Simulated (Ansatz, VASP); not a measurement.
**Ba in VASP and in Ansatz**

The input INCAR:

```
ALGO = Normal
EDIFF = 1E-6
ENCUT = 520
GGA = PE
ISIF = 2
ISMEAR = 0
LASPH = True
LCHARG = False
LREAL = False
LWAVE = False
NBANDS = 11
NELM = 60
PREC = Accurate
SIGMA = 0.05
```

Contents of KPOINTS:

```
k-points
0
Gamma
  12 12 12
```

POSCAR

```
Ba
1.0
   -2.5100000000      2.5100000000      2.5100000000
    2.5100000000     -2.5100000000      2.5100000000
    2.5100000000      2.5100000000     -2.5100000000
Ba
1
Direct
    0.0000000000      0.0000000000      0.0000000000
```

Input for Ansatz:

```yaml
crystal:
  lattice:
    - [-2.51, 2.51, 2.51]
    - [2.51, -2.51, 2.51]
    - [2.51, 2.51, -2.51]
  atoms:
    - { symbol: Ba, position: [0.0, 0.0, 0.0] }
basis:
  ecutwfc: 420
  ecutrho_ratio: 4
kpoints:
  mp_grid: { grid: [12, 12, 12] }
  band_path:
    path:
      - [[0.0, 0.0, 0.0], [0.5, -0.5, 0.5], [0.0, 0.0, 0.5], [0.0, 0.0, 0.0], [0.25, 0.25, 0.25], [0.5, -0.5, 0.5]]
      - [[0.25, 0.25, 0.25], [0.0, 0.0, 0.5]]
    npoints: 14
hamiltonian:
  xc: pbe
scf:
  occupations: { method: gaussian, width: 0.05 }
output:
  forces: true
  stress: true
  eigenvalues: true
  populations: true
  dos: { projected: true, de: 0.02, nscf_kmesh: { grid: [18, 18, 18] } }
  bader: true
```

Alike in both runs: task single point; functional PBE; k mesh 12 × 12 × 12; occupations gaussian, width 0.05 eV; no spin polarisation.

|  | VASP | Ansatz |
| --- | --- | --- |
| version | VASP 6.6.1 | Ansatz 0.2.0 |
| potentials or method | VASP PAW PBE potentials, release 64 (Ba_sv), cutoff 520 eV | scalar-relativistic, plane waves, PAW |
| valence electrons in the cell | 10 | 10 |

```csv
,VASP,Ansatz,Ansatz less VASP
pressure (GPa),0.1,0.0,-0.05
```

With one functional, cell and mesh, what is left measures potentials, basis and numerics.

Spin-orbit coupling is off throughout.
